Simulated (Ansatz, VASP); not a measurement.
# Two plane-wave programs on Sn4Ge3

Contents of INCAR:

```
SYSTEM = Sn4Ge3
ALGO     = Normal         ! electronic algorithm
EDIFF    = 1E-7           ! SCF threshold, eV
ENCUT    = 520            ! plane-wave cutoff, eV
ISIF     = 2              ! what is computed and relaxed
ISMEAR   = -1             ! smearing method
LASPH    = .True.         ! aspherical terms in the spheres
LCHARG   = .True.         ! write CHGCAR
LELF     = .True.         ! ELF
LREAL    = .False.        ! projectors in reciprocal space
LVHAR    = .True.       
LWAVE    = .False.        ! write WAVECAR
NBANDS   = 58             ! bands
NELM     = 100            ! most SCF steps
PREC     = Accurate       ! precision mode
SIGMA    = 0.0189         ! smearing width, eV
```

KPOINTS

```
k-points
0
Gamma
  5 5 5
  0 0 0
```

The input POSCAR:

```
Sn4Ge3
1.0
    0.6728290000     -3.9737950000      0.0000000000
    0.0000000000      2.0438530000     -3.4736740000
   12.0712060000      0.0000000000      0.0000000000
Ge Sn
3 4
Direct
    0.0000000000      0.0000000000      0.0000000000
    0.1428000000      0.5714000000      0.2858000000
    0.8572000000      0.4286000000      0.7142000000
    0.7142000000      0.8571000000      0.4287000000
    0.2858000000      0.1429000000      0.5713000000
    0.4286000000      0.7143000000      0.8571000000
    0.5714000000      0.2857000000      0.1429000000
```

Input for Ansatz:

```yaml
crystal:
  lattice:
    - [0.672829, -3.973795, 0.0]
    - [0.0, 2.043853, -3.473674]
    - [12.071206, 0.0, 0.0]
  atoms:
    - { symbol: Ge, position: [0.0, 0.0, 0.0] }
    - { symbol: Sn, position: [0.7142, 0.8571, 0.4287] }
    - { symbol: Sn, position: [0.2858, 0.1429, 0.5713] }
    - { symbol: Sn, position: [0.4286, 0.7143, 0.8571] }
    - { symbol: Sn, position: [0.5714, 0.2857, 0.1429] }
    - { symbol: Ge, position: [0.1428, 0.5714, 0.2858] }
    - { symbol: Ge, position: [0.8572, 0.4286, 0.7142] }
  symmetry: { tolerance: 0.0003 }
kpoints:
  mp_grid: { grid: [5, 5, 5], shift: [0, 0, 0] }
magnetization:
  spin_polarized: false
scf:
  occupations: { method: fermi_dirac, width: 0.0189 }
hamiltonian:
  pseudopotentials: { kind: paw }
  xc: lda
basis:
  ecutwfc: 420
output:
  forces: true
  stress: true
  eigenvalues: true
```

Alike in both runs: task single point; functional LDA; k mesh 5 × 5 × 5; occupations fermi-dirac, width 0.0189 eV; no spin polarisation.

```csv
,VASP,Ansatz
version,VASP 6.6.1,Ansatz 0.2.0
potentials or method,"VASP PAW LDA potentials, release 64 (Ge_d, Sn_d), cutoff 520 eV",PAW plane waves
valence electrons in the cell,98,98
```

VASP gave:

| Item | Value |
| --- | --- |
| gap on the k mesh at the Fermi level (eV) | none |
| pressure (GPa) | -1.1 |
| rms of the force components (eV/Å) | 0.308 |

Q: What did Ansatz give for the same quantities?

A: gap on the k mesh at the Fermi level (eV): none; pressure (GPa): -1.2; rms of the force components (eV/Å): 0.307.

LDA's correlation is that of Perdew and Zunger in VASP and of Perdew and Wang (1992) in Ansatz. A gap of «none» marks a metal or a gap that the smearing closes. Ansatz's warnings: structure snapped to symmetry.

The k mesh is coarse, so the values compare programs but aren't converged.
